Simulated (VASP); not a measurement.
# Ti2W: single point with PBE

Crystal: Ti2W.

```xyz
6
Lattice="2.8575 0.0000 0.0000 -1.4287 2.4746 0.0000 0.0000 0.0000 14.2735" Properties=species:S:1:pos:R:3 pbc="T T T"
Ti    0.0000    1.6498   13.1028
Ti    0.0000    1.6498    8.3075
Ti    1.4287    0.8249    1.1708
Ti    1.4287    0.8249    5.9660
W     0.0000    1.6498    3.5684
W     1.4287    0.8249   10.7052
```

- Program: VASP 6.6.1
- Task: single point
- Functional: PBE
- Potentials or basis: VASP PAW PBE potentials, release 64 (Ti_sv, W_sv)
- Cutoff: 520 eV
- k mesh: 6 × 6 × 2
- Occupations: gaussian, width 0.1 eV
- Spin: no spin polarisation
- Dipole correction: no
- Further INCAR settings: ALGO = Normal; EDIFF = 1e-06; NBANDS = 47

The pressure is -0.4 GPa, the largest force is 0.025 eV/Å and the band gap on the k mesh is zero (bands 38 and 39 overlap by 0.90 eV).

Forces in eV/Å, atoms in the order of the input:
```
Ti   0.000  0.000  0.025
Ti   0.000  0.000 -0.025
Ti   0.000  0.000 -0.025
Ti   0.000  0.000  0.025
W    0.000  0.000  0.000
W    0.000  0.000  0.000
```

Stress tensor (GPa, compression positive):
```
-0.43  0.00  0.00
 0.00 -0.43  0.00
 0.00  0.00 -0.30
```

Levels at points of the mesh, in eV from the Fermi level:
```csv
k point,band 34,band 35,band 36,band 37,band 38,band 39,band 40,band 41,band 42,band 43
"(0.00, 0.00, 0.00)",-0.21,-0.21,-0.16,-0.16,0.20,0.47,0.49,0.63,0.63,0.87
"(0.50, 0.00, 0.00)",-1.31,-1.31,-0.64,0.25,0.35,0.62,0.82,0.86,0.96,1.27
"(0.00, 0.00, 0.50)",-0.19,-0.19,-0.19,-0.02,-0.02,0.43,0.43,0.71,0.71,0.71
"(0.50, 0.00, 0.50)",-1.45,-1.13,-1.13,0.51,0.51,0.75,0.75,0.96,0.96,1.43
```

Run time: 2.6 min on 1 thread of Intel Xeon 8259CL (shared host), peak memory 0.23 GiB.

Caveat: the k points lie up to 0.42 Å⁻¹ apart, too coarse for converged energies and pressures of a metal; spin-orbit coupling is left out, which moves the levels of the heavy elements.
